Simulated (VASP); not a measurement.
Wanted: the native input for a VASP 6.6.1 run.

| Item | Value |
| --- | --- |
| Task | single point |
| Functional | LDA |
| Potentials or basis | VASP PAW LDA potentials, release 64 (Ge_d, N, C) |
| Cutoff | 520 eV |
| k mesh | 9 × 9 × 9 |
| Occupations | fermi-dirac, width 0.05 eV |
| Spin | no spin polarisation |
| Dipole correction | no |
| Further INCAR settings | ALGO = Normal; EDIFF = 1e-07; NBANDS = 22 |

The structure of GeCN2 lies in POSCAR:

```
GeCN2
1.0
    1.7695469874      1.0216484295      4.8554361226
   -1.7695469874      1.0216484295      4.8554361226
    0.0000000000     -2.0432968590      4.8554361226
Ge N C
1 2 1
Direct
    0.0000000000      0.0000000000      0.0000000000
    0.5839044000      0.5839044000      0.5839044000
    0.4160956000      0.4160956000      0.4160956000
    0.5000000000      0.5000000000      0.5000000000
```

This cell differs from its parent crystal: volume scaled by 0.96.

The input as run:

INCAR

```
SYSTEM = GeCN2
PREC = Accurate
ENCUT = 520
EDIFF = 1E-7
ISMEAR = -1
SIGMA = 0.05
LREAL = .FALSE.
LASPH = .TRUE.
NELM = 60
ALGO = Normal
ISIF = 2
LWAVE = .FALSE.
LCHARG = .TRUE.
LELF = .TRUE.
LVHAR = .TRUE.
NBANDS = 22
```

KPOINTS

```
regular mesh
0
G
  9 9 9
  0 0 0
```

Potentials or basis: VASP PAW LDA potentials, release 64 (Ge_d, N, C).

Command:

```sh
$ cat potpaw_LDA.64/Ge_d/POTCAR potpaw_LDA.64/N/POTCAR potpaw_LDA.64/C/POTCAR > POTCAR
$ mpirun -np 1 vasp_std > vasp.out
```

Results of the run:

```
Pressure               : -1.0 GPa
Largest force          : 1.039 eV/Å
Band gap on the k mesh : 0.86 eV, indirect (least direct gap 1.58 eV)
```

Caveat: forces of over 1 eV/Å act on the atoms, so gaps and moduli don't describe the material at rest.

It took 100 s on 1 thread of Intel(R) Xeon(R) Platinum 8559C (Emerald Rapids), with other jobs on the host, peak memory 0.26 GiB.
